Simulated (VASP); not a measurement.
Set up this calculation in VASP 6.6.1, as the native input.

* Task: single point
* Functional: r2SCAN
* Potentials or basis: VASP PAW PBE potentials, release 64 (C, O)
* Cutoff: 520 eV
* k mesh: 6 × 6 × 4
* Occupations: gaussian, width 0.02 eV
* Spin: no spin polarisation
* Dipole correction: no
* Further INCAR settings: ALGO = Normal; EDIFF = 1e-06; NBANDS = 25

Crystal: CO2.

```
C O
1.0
     2.73023   -2.45427    0.00000
     2.73023    2.45427    0.00000
     0.00000    0.00000    6.55334
C O
2 4
Cartesian
  0.0000 0.0000 0.0000
  2.7302 0.0000 3.2767
  2.7302 -1.5186 5.8670
  2.7302 1.5186 0.6863
  2.7302 -0.9357 2.5903
  2.7302 0.9357 3.9630
```

These files were run (other wordings do the same):

POSCAR

```
CO2
1.0
    2.7302315584     -2.4542704169      0.0000000000
    2.7302315584      2.4542704169      0.0000000000
    0.0000000000      0.0000000000      6.5533426004
C O
2 4
Direct
    0.0000000000      0.0000000000      0.0000000000
    0.5000000000      0.5000000000      0.5000000000
    0.8093792096      0.1906207904      0.8952695590
    0.1906207904      0.8093792096      0.1047304410
    0.6906207904      0.3093792096      0.3952695590
    0.3093792096      0.6906207904      0.6047304410
```

INCAR.step1

```
SYSTEM = CO2
ALGO = Normal ; EDIFF = 1E-4
ENCUT = 520 ; GGA = PE
ISMEAR = 0 ; LASPH = .TRUE.
LCHARG = .FALSE. ; LREAL = .FALSE.
LWAVE = .TRUE. ; NBANDS = 25
NELM = 60 ; PREC = Accurate
SIGMA = 0.02
```

INCAR.step2

```
SYSTEM = CO2
ALGO = Normal ; EDIFF = 1E-6
ENCUT = 520 ; ISIF = 2
ISMEAR = 0 ; ISTART = 1
LASPH = .TRUE. ; LCHARG = .TRUE.
LELF = .TRUE. ; LMIXTAU = .TRUE.
LREAL = .FALSE. ; LVHAR = .TRUE.
LWAVE = .FALSE. ; METAGGA = R2SCAN
NBANDS = 25 ; NELM = 60
PREC = Accurate ; SIGMA = 0.02
```

KPOINTS

```
k-points
0
G
  6 6 4
  0 0 0
```

Potentials or basis: VASP PAW PBE potentials, release 64 (C, O).

Run with:

```sh
$ cat potpaw_PBE.64/C/POTCAR potpaw_PBE.64/O/POTCAR > POTCAR
$ cp INCAR.step1 INCAR
$ mpirun -np 1 vasp_std > vasp.out
$ cp INCAR.step2 INCAR
$ mpirun -np 1 vasp_std > vasp.out
```

Results of the run:

```json
{"Pressure": "1.9 GPa", "Largest force": "0.786 eV/Å", "Band gap on the k mesh": "7.24 eV (least direct gap 7.71 eV)"}
```

Caveat: the PAW data sets were made with another functional, which shifts forces and pressure a little.

It took 110 s on 1 thread of Intel(R) Xeon(R) 6975P-C (Granite Rapids), with other jobs on the host, peak memory 0.22 GiB.
